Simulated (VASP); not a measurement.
# BN (P6_3mc) in VASP: a series of runs

The runs below take BN through relaxation of the atoms, with r2SCAN.

Program: VASP 6.6.1. These are calculated values, not measurements. Logs are shortened: lines on timing, memory, paths and dates and some standing lists are left out, and cuts for length are marked.

### Step 1. The cell of the first run

The structure is hexagonal, space group P6_3mc (No. 186). The conventional cell has a = 2.569 Å, b = 2.569 Å, c = 4.202 Å, α = 90.00°, β = 90.00°, γ = 120.00°. Within 2.1 Å of B (site symmetry 3m) lie 4 N at 1.57 Å. Within 2.1 Å of N (site symmetry 3m) lie 4 B at 1.57 Å.

### Step 2. Relaxation of the atoms, r2SCAN (strained cell)

POSCAR

```
BN
1.0
    2.5687607817      0.0000000000      0.0000000000
   -1.2843803908      2.2246120932      0.0000000000
    0.0000000000      0.0000000000      4.2022677026
B N
2 2
Direct
    0.3333333333      0.6666666667     -0.0003314317
    0.6666666667      0.3333333333      0.4996685683
    0.3333333333      0.6666666667      0.3743314317
    0.6666666667      0.3333333333      0.8743314317
```

INCAR.step1

```
PREC = Accurate
ENCUT = 580
ISMEAR = 0
SIGMA = 0.02
LREAL = F
LASPH = T
NELM = 120
GGA = PE
ALGO = Normal
EDIFF = 1E-5
LWAVE = T
LCHARG = F
GGA_COMPAT = F
IBRION = 2
EDIFFG = -0.01
NELMIN = 4
NSW = 100
```

INCAR.step2

```
PREC = Accurate
ENCUT = 580
EDIFF = 1E-7
ISMEAR = 0
SIGMA = 0.02
LREAL = F
LASPH = T
NELM = 120
ALGO = Normal
ISIF = 2
LWAVE = F
LCHARG = F
METAGGA = R2SCAN
LMIXTAU = T
IBRION = 2
NSW = 60
EDIFFG = -0.002
ISTART = 1
GGA_COMPAT = F
NELMIN = 4
```

KPOINTS

```
Automatic mesh
0
Gamma
  9 9 6
```

Potentials or basis: VASP PAW PBE potentials, release 64 (B, N).

Command:

```bash
$ cat potpaw_PBE.64/B/POTCAR potpaw_PBE.64/N/POTCAR > POTCAR
$ cp INCAR.step1 INCAR
$ mpirun -np 1 vasp_std > vasp.out
$ cp INCAR.step2 INCAR
$ mpirun -np 1 vasp_std > vasp.out
```

OUTCAR:

```text
PREC = Accurate
   ENCUT = 580
   EDIFF = 1E-7
   ISMEAR = 0
   LREAL = F
   LASPH = T
   NELM = 120
   ISIF = 2
   METAGGA = R2SCAN
   IBRION = 2
   NSW = 60
   EDIFFG = -0.002
   ISTART = 1
   NELMIN = 4

 ion  position               nearest neighbor table
   1  0.333  0.667  1.000-   4 1.57   4 1.57   4 1.57   3 1.57
   2  0.667  0.333  0.500-   3 1.57   3 1.57   3 1.57   4 1.57
   3  0.333  0.667  0.374-   2 1.57   2 1.57   2 1.57   1 1.57
   4  0.667  0.333  0.874-   1 1.57   1 1.57   1 1.57   2 1.57

  LATTYP: Found a hexagonal cell.
 ALAT       =     2.5687607817
 C/A-ratio  =     1.6359124339

  Lattice vectors:

 A1 = (   2.5687607817,   0.0000000000,   0.0000000000)
 A2 = (  -1.2843803908,   2.2246120932,   0.0000000000)
 A3 = (   0.0000000000,   0.0000000000,   4.2022677026)

Analysis of symmetry for initial positions (statically):
=====================================================================
 Subroutine PRICEL returns:
 Original cell was already a primitive cell.

 Routine SETGRP: Setting up the symmetry group for a
 hexagonal supercell.

 Subroutine GETGRP returns: Found 12 space group operations
 (whereof  6 operations were pure point group operations)
 out of a pool of 24 trial point group operations.

The static configuration has the point symmetry C_3v.
 The point group associated with its full space group is C_6v.

Analysis of symmetry for dynamics (positions and initial velocities):
=====================================================================
 Subroutine PRICEL returns:
 Original cell was already a primitive cell.

 Routine SETGRP: Setting up the symmetry group for a
 hexagonal supercell.

 Subroutine GETGRP returns: Found 12 space group operations
 (whereof  6 operations were pure point group operations)
 out of a pool of 24 trial point group operations.

The dynamic configuration has the point symmetry C_3v.
 The point group associated with its full space group is C_6v.

 Subroutine INISYM returns: Found 12 space group operations
 (whereof  6 operations are pure point group operations),
 and found     1 'primitive' translations

----------------------------------------------------------------------------------------

                                     Primitive cell

  volume of cell :      24.0138

  direct lattice vectors                    reciprocal lattice vectors
     2.568760782  0.000000000  0.000000000     0.389292770  0.224758286  0.000000000
    -1.284380391  2.224612093  0.000000000     0.000000000  0.449516571  0.000000000
     0.000000000  0.000000000  4.202267703     0.000000000  0.000000000  0.237966753

  length of vectors
     2.568760782  2.568760782  4.202267703     0.449516571  0.449516571  0.237966753

  position of ions in fractional coordinates (direct lattice)
     0.333333333  0.666666667  0.999668568
     0.666666667  0.333333333  0.499668568
     0.333333333  0.666666667  0.374331432
     0.666666667  0.333333333  0.874331432

  ion indices of the primitive-cell ions
   primitive index   ion index
                 1           1
                 2           2
                 3           3
                 4           4

----------------------------------------------------------------------------------------

 KPOINTS: Automatic mesh

Automatic generation of k-mesh.
 Grid dimensions read from file:
 generate k-points for:    9    9    6

 Generating k-lattice:

  Cartesian coordinates                     Fractional coordinates (reciprocal lattice)
     0.043254752  0.024973143  0.000000000     0.111111111 -0.000000000  0.000000000
     0.000000000  0.049946286  0.000000000     0.000000000  0.111111111  0.000000000
     0.000000000  0.000000000  0.039661125     0.000000000  0.000000000  0.166666667

  Length of vectors
     0.049946286  0.049946286  0.039661125

  Shift w.r.t. Gamma in fractional coordinates (k-lattice)
     0.000000000  0.000000000  0.000000000

 Subroutine IBZKPT returns following result:
 ===========================================

 Found     48 irreducible k-points:

 Following reciprocal coordinates:
            Coordinates               Weight
  0.000000  0.000000  0.000000      1.000000
  0.111111 -0.000000  0.000000      6.000000
  0.222222 -0.000000  0.000000      6.000000
  0.333333  0.000000  0.000000      6.000000
  0.444444 -0.000000  0.000000      6.000000
  0.111111  0.111111  0.000000      6.000000
[... 16 lines left out ...]
  0.333333  0.222222  0.166667     24.000000
  0.333333  0.333333  0.166667      4.000000
 [... further k-points ...]
   k-points           NKPTS =     48   k-points in BZ     NKDIM =     48   number of bands    NBANDS=     12
   number of dos      NEDOS =    301   number of ions     NIONS =      4
   total plane-waves  NPLWV =  14400
   dimension x,y,z NGX =    20 NGY =   20 NGZ =   36
   dimension x,y,z NGXF=    40 NGYF=   40 NGZF=   72
   ions per type =               2   2
   NGX,Y,Z   is equivalent  to a cutoff of  12.94, 12.94, 14.24 a.u.
   NGXF,Y,Z  is equivalent  to a cutoff of  25.89, 25.89, 28.48 a.u.
 SYSTEM =  unknown system
   PREC   = accura    normal or accurate (medium, high low for compatibility)
   ISTART =      1    job   : 0-new  1-cont  2-samecut
   ICHARG =      0    charge: 1-file 2-atom 10-const
   ISPIN  =      1    spin polarized calculation?
   LNONCOLLINEAR =      F non collinear calculations
   LSORBIT =      F    spin-orbit coupling
   LASPH  =      T    aspherical Exc in radial PAW
   ENCUT  =  580.0 eV  42.63 Ry    6.53 a.u.   5.04  5.04  8.25*2*pi/ulx,y,z
   NELM   =    120;   NELMIN=  4; NELMDL=  0     # of ELM steps
   EDIFF  = 0.1E-06   stopping-criterion for ELM
   LREAL  =      F    real-space projection
   EDIFFG = -.2E-02   stopping-criterion for IOM
   NSW    =     60    number of steps for IOM
   IBRION =      2    ionic relax: 0-MD 1-quasi-New 2-CG
   NFREE  =      1    steps in history (QN), initial steepest desc. (CG)
   ISIF   =      2    stress and relaxation
   ISYM   =      2    0-nonsym 1-usesym 2-fastsym
   POTIM  = 0.5000    time-step for ionic-motion
   TEBEG  =    0.0;   TEEND  =   0.0 temperature during run
   PSTRESS=    0.0 pullay stress
   NELECT =      16.0000    total number of electrons
   NUPDOWN=      -1.0000    fix difference up-down
   EMIN   =  10.00;   EMAX   =-10.00  energy-range for DOS
   EFERMI =   0.00;   METHOD = LEGACY
   ISMEAR =     0;   SIGMA  =   0.02  broadening in eV -4-tet -1-fermi 0-gaus
   EFERMI_NEDOS =   21; number of points for ismear=-14 and -15
   IALGO  =     38    algorithm
   IMIX   =      4    mixing-type and parameters
     AMIX     =   0.40;   BMIX     =  1.00
     AMIX_MAG =   1.60;   BMIX_MAG =  1.00
  volume/ion in A,a.u.               =       6.00        40.51
  Fermi-wavevector in a.u.,A,eV,Ry     =   1.429862  2.702048 27.817202  2.044507
  Thomas-Fermi vector in A             =   2.549770
   LORBIT       =      0    0 simple, 1 ext, 2 COOP (PROOUT), +10 PAW based schemes
   METAGGA = R2SCAN    functional components
   LHFCALC =     F    Hartree Fock is set to
   AEXX    =    0.0000 exact exchange contribution
   IVDW    =     0    specifies the selected vdW correction
   LEPSILON=     F    determine dielectric tensor
   LRPA    =     F    only Hartree local field effects (RPA)
 conjugate gradient relaxation of ions
 non-spin polarized calculation
 Gauss-broadening in eV      SIGMA  =   0.02
  energy-cutoff  :      580.00
  volume of cell :       24.01
 maximum number of plane-waves:       774
   NGX = 11   NGY = 11   NGZ = 17

 number of electron      16.0000003 magnetization

 Free energy of the ion-electron system (eV)
  ---------------------------------------------------
  ext. energy  EPLUGINS =         0.00000000
  ---------------------------------------------------
  free energy    TOTEN  =       -38.25963465 eV

  energy without entropy =      -38.25963465  energy(sigma->0) =      -38.25963465

 E-fermi :   7.3316     XC(G=0): -13.5487

 val. band max:        7.1916899306   @ k =   0.0000   0.0000   0.0000
 cond. band min:      12.9776692437   @ k =   0.3333   0.3333   0.0000
 fundamental gap:      5.7859793131
 Fermi energy:         7.3316071907

 k-point     1 :       0.0000    0.0000    0.0000
  band No.  band energies     occupation
      1     -14.0787      2.00000
      2      -9.8255      2.00000
      3      -3.9328      2.00000
      4       4.9383      2.00000
      5       4.9383      2.00000
      6       6.9647      2.00000
      7       7.1917      2.00000
      8       7.1917      2.00000
      9      16.0916      0.00000
     10      16.0916      0.00000
     11      16.7621      0.00000
     12      16.9575      0.00000

 k-point     2 :       0.1111   -0.0000    0.0000
  band No.  band energies     occupation
      1     -13.8072      2.00000
      2      -9.6232      2.00000
      3      -3.6636      2.00000
      4       3.7323      2.00000
      5       4.4551      2.00000
      6       6.1772      2.00000
      7       6.6858      2.00000
      8       6.9201      2.00000
      9      15.7380      0.00000
     10      16.6180      0.00000
     11      17.0960      0.00000
     12      17.8620      0.00000

 k-point     3 :       0.2222   -0.0000    0.0000
  band No.  band energies     occupation
      1     -13.0109      2.00000
      2      -9.0785      2.00000
      3      -2.8768      2.00000
      4       1.1884      2.00000
      5       3.4711      2.00000
      6       3.9385      2.00000
      7       5.8437      2.00000
      8       6.2425      2.00000
      9      15.1137      0.00000
     10      17.4662      0.00000
     11      17.6512      0.00000
     12      18.7822      0.00000
[... 286 lines left out ...]
 k-point    23 :       0.3333    0.2222    0.1667
  band No.  band energies     occupation
      1      -9.6545      2.00000
      2      -8.4040      2.00000
      3      -2.1313      2.00000
      4      -1.0314      2.00000
      5      -0.0070      2.00000
      6       1.4032      2.00000
      7       2.4000      2.00000
      8       3.3936      2.00000
      9      14.3232      0.00000
     10      18.5020      0.00000
     11      19.1365      0.00000
     12      20.8704      0.00000

 k-point    24 :       0.3333    0.3333    0.1667
  band No.  band energies     occupation
      1      -8.7634      2.00000
      2      -8.7634      2.00000
      3      -1.9960      2.00000
      4      -0.8767      2.00000
      5      -0.8767      2.00000
      6       1.3485      2.00000
      7       2.4547      2.00000
      8       2.4547      2.00000
      9      13.7441      0.00000
     10      19.9926      0.00000
     11      19.9926      0.00000
     12      21.5880      0.00000

 [... further k-points ...]
[... 5 lines left out ...]
  --------------------------------------------------------------------------------------
  -------------------------------------------------------------------------------------
  Total       -1.3719733     -1.3719733      0.2104218     -0.0000000      0.0000000      0.0000000
  in kB      -91.5365586    -91.5365586     14.0391137     -0.0000000      0.0000000      0.0000000
  external PRESSURE =     -56.3446678 kB  Pullay stress =       0.0000000 kB

 VOLUME and BASIS-vectors are now :
 -----------------------------------------------------------------------------
  energy-cutoff  :      580.00
  volume of cell :       24.01
      direct lattice vectors                 reciprocal lattice vectors
     2.568760782  0.000000000  0.000000000     0.389292770  0.224758286  0.000000000
    -1.284380391  2.224612093  0.000000000     0.000000000  0.449516571  0.000000000
     0.000000000  0.000000000  4.202267703     0.000000000  0.000000000  0.237966753

 POSITION                                       TOTAL-FORCE (eV/Angst)
 -----------------------------------------------------------------------------------
     -0.00000      1.48307      4.20087         0.000000      0.000000      0.000105
      1.28438      0.74154      2.09974         0.000000     -0.000000      0.000105
     -0.00000      1.48307      1.57304        -0.000000     -0.000000     -0.000105
      1.28438      0.74154      3.67417         0.000000      0.000000     -0.000105
 -----------------------------------------------------------------------------------
    total drift:                               -0.000000     -0.000000      0.000891

  FREE ENERGIE OF THE ION-ELECTRON SYSTEM (eV)
  ---------------------------------------------------
  free  energy   TOTEN  =       -38.2596346539 eV

  energy  without entropy=      -38.2596346539  energy(sigma->0) =      -38.25963465

 reached required accuracy - stopping structural energy minimisation
```

It took 2 min on 1 thread of Oxide Virtual Turin-like, shared host; peak memory 0.11 GiB.

What came out:

```yaml
Free_energy: -38.2596 eV
Pressure_after_relaxing: -5.6 GPa
Band_gap_on_the_k_mesh: 5.79 eV (least direct gap 8.82 eV)
```

Stress tensor (GPa, compression positive):
```
-9.15  0.00  0.00
 0.00 -9.15  0.00
 0.00  0.00  1.40
```

Final structure:
```yaml
crystal:
  lattice:
    - [2.56876, 0.00000, 0.00000]
    - [-1.28438, 2.22461, 0.00000]
    - [0.00000, 0.00000, 4.20227]
  atoms:
    - { symbol: B, position: [0.33333, 0.66667, 0.99967] }
    - { symbol: B, position: [0.66667, 0.33333, 0.49967] }
    - { symbol: N, position: [0.33333, 0.66667, 0.37433] }
    - { symbol: N, position: [0.66667, 0.33333, 0.87433] }
```

Caveat: the cell differs from its parent crystal (strained cell); the PAW data sets were made with another functional, which shifts forces and pressure a little. A k mesh can miss the band edges.

### Step 3. Relaxation of the atoms, r2SCAN (strained cell)

POSCAR

```
BN
1.0
    2.5687607817      0.0000000000      0.0000000000
   -1.2843803908      2.2246120932      0.0000000000
    0.0000000000      0.0000000000      4.3078144295
B N
2 2
Direct
    0.3333333333      0.6666666667     -0.0003308165
    0.6666666667      0.3333333333      0.4996691835
    0.3333333333      0.6666666667      0.3743308165
    0.6666666667      0.3333333333      0.8743308165
```

INCAR.step1

```
SYSTEM = BN
PREC = Accurate
ENCUT = 580
ISMEAR = 0
SIGMA = 0.02
LREAL = .FALSE.
LASPH = .TRUE.
NELM = 120
GGA = PE
ALGO = Normal
EDIFF = 1E-5
LWAVE = .TRUE.
LCHARG = .FALSE.
GGA_COMPAT = .FALSE.
IBRION = 2
EDIFFG = -0.01
NELMIN = 4
NSW = 100
```

INCAR.step2

```
SYSTEM = BN
PREC = Accurate
ENCUT = 580
EDIFF = 1E-7
ISMEAR = 0
SIGMA = 0.02
LREAL = .FALSE.
LASPH = .TRUE.
NELM = 120
ALGO = Normal
ISIF = 2
LWAVE = .FALSE.
LCHARG = .FALSE.
METAGGA = R2SCAN
LMIXTAU = .TRUE.
IBRION = 2
NSW = 60
EDIFFG = -0.002
ISTART = 1
GGA_COMPAT = .FALSE.
NELMIN = 4
```

KPOINTS

```
Automatic mesh
0
G
  9 9 6
  0 0 0
```

Potentials or basis: VASP PAW PBE potentials, release 64 (B, N).

Command:

```bash
$ cat potpaw_PBE.64/B/POTCAR potpaw_PBE.64/N/POTCAR > POTCAR
$ cp INCAR.step1 INCAR
$ mpirun -np 1 vasp_std > vasp.out
$ cp INCAR.step2 INCAR
$ mpirun -np 1 vasp_std > vasp.out
```

OUTCAR:

```text
SYSTEM = BN
   PREC = Accurate
   ENCUT = 580
   EDIFF = 1E-7
   ISMEAR = 0
   LREAL = .FALSE.
   LASPH = .TRUE.
   NELM = 120
   ISIF = 2
   METAGGA = R2SCAN
   IBRION = 2
   NSW = 60
   EDIFFG = -0.002
   ISTART = 1
   NELMIN = 4

 ion  position               nearest neighbor table
   1  0.333  0.667  1.000-   4 1.58   4 1.58   4 1.58   3 1.61
   2  0.667  0.333  0.500-   3 1.58   3 1.58   3 1.58   4 1.61
   3  0.333  0.667  0.374-   2 1.58   2 1.58   2 1.58   1 1.61
   4  0.667  0.333  0.874-   1 1.58   1 1.58   1 1.58   2 1.61

  LATTYP: Found a hexagonal cell.
 ALAT       =     2.5687607817
 C/A-ratio  =     1.6770010116

  Lattice vectors:

 A1 = (   2.5687607817,   0.0000000000,   0.0000000000)
 A2 = (  -1.2843803908,   2.2246120932,   0.0000000000)
 A3 = (   0.0000000000,   0.0000000000,   4.3078144295)

[... 270 lines left out ...]
 cond. band min:      12.6696034310   @ k =   0.3333   0.3333   0.0000
 fundamental gap:      5.7785302482
 Fermi energy:         7.0805358446

 k-point     1 :       0.0000    0.0000    0.0000
  band No.  band energies     occupation
      1     -14.0971      2.00000
      2     -10.1811      2.00000
      3      -4.0348      2.00000
      4       4.8830      2.00000
      5       4.8830      2.00000
      6       6.6379      2.00000
      7       6.8911      2.00000
      8       6.8911      2.00000
      9      15.4486      0.00000
     10      15.9328      0.00000
     11      15.9328      0.00000
     12      16.8551      0.00000
[... 331 lines left out ...]
 k-point    24 :       0.3333    0.3333    0.1667
  band No.  band energies     occupation
      1      -8.8548      2.00000
      2      -8.8548      2.00000
      3      -2.0466      2.00000
      4      -1.0652      2.00000
      5      -1.0652      2.00000
      6       1.0003      2.00000
      7       2.2718      2.00000
      8       2.2718      2.00000
      9      13.3725      0.00000
     10      18.9459      0.00000
     11      18.9459      0.00000
     12      21.1022      0.00000

 [... further k-points ...]
[... 5 lines left out ...]
  --------------------------------------------------------------------------------------
  -------------------------------------------------------------------------------------
  Total       -1.5799474     -1.5799474     -3.4636823     -0.0000000     -0.0000000      0.0000000
  in kB     -102.8296287   -102.8296287   -225.4310291     -0.0000000     -0.0000000      0.0000000
  external PRESSURE =    -143.6967621 kB  Pullay stress =       0.0000000 kB
[... 19 lines left out ...]
  FREE ENERGIE OF THE ION-ELECTRON SYSTEM (eV)
  ---------------------------------------------------
  free  energy   TOTEN  =       -38.2194375833 eV

  energy  without entropy=      -38.2194375833  energy(sigma->0) =      -38.21943758

 reached required accuracy - stopping structural energy minimisation
```

OUTCAR.step1:

```text
SYSTEM = BN
   PREC = Accurate
   ENCUT = 580
   ISMEAR = 0
   LREAL = .FALSE.
   LASPH = .TRUE.
   NELM = 120
   GGA = PE
   EDIFF = 1E-5
   IBRION = 2
[... 661 lines left out ...]
  -------------------------------------------------------------------------------------
  Total       -1.0214451     -1.0214451     -2.8992110     -0.0000000      0.0000000      0.0000000
  in kB      -66.4799497    -66.4799497   -188.6928573     -0.0000000      0.0000000      0.0000000
  external PRESSURE =    -107.2175855 kB  Pullay stress =       0.0000000 kB
[... 19 lines left out ...]
  FREE ENERGIE OF THE ION-ELECTRON SYSTEM (eV)
  ---------------------------------------------------
  free  energy   TOTEN  =       -34.8051394049 eV

  energy  without entropy=      -34.8051394049  energy(sigma->0) =      -34.80513940

 reached required accuracy - stopping structural energy minimisation
```

Wall time 4.1 min (1 thread of Oxide Virtual Turin-like, shared host); peak memory 0.11 GiB.

Results:

- Free energy: -38.2194 eV
- Energy gained by relaxing: 0.0 meV/atom
- Ionic steps: 3
- Pressure after relaxing: -14.4 GPa
- Band gap on the k mesh: 5.78 eV (least direct gap 8.56 eV)

Stress tensor (GPa, compression positive):
```
-10.28   0.00   0.00
  0.00 -10.28   0.00
  0.00   0.00 -22.54
```

Step by step:
```tsv
step	energy change (eV)	largest force (eV/Å)	pressure (GPa)
1	0.0000	0.0625	-14.43
2	0.0000	0.0570	-14.31
3	-0.0002	0.0001	-14.37
```

Final structure:
```yaml
crystal:
  lattice:
    - [2.56876, 0.00000, 0.00000]
    - [-1.28438, 2.22461, 0.00000]
    - [0.00000, 0.00000, 4.30781]
  atoms:
    - { symbol: B, position: [0.33333, 0.66667, 0.99931] }
    - { symbol: B, position: [0.66667, 0.33333, 0.49931] }
    - { symbol: N, position: [0.33333, 0.66667, 0.37469] }
    - { symbol: N, position: [0.66667, 0.33333, 0.87469] }
```

Caveat: the cell differs from its parent crystal (strained cell); the PAW data sets were made with another functional, which shifts forces and pressure a little.
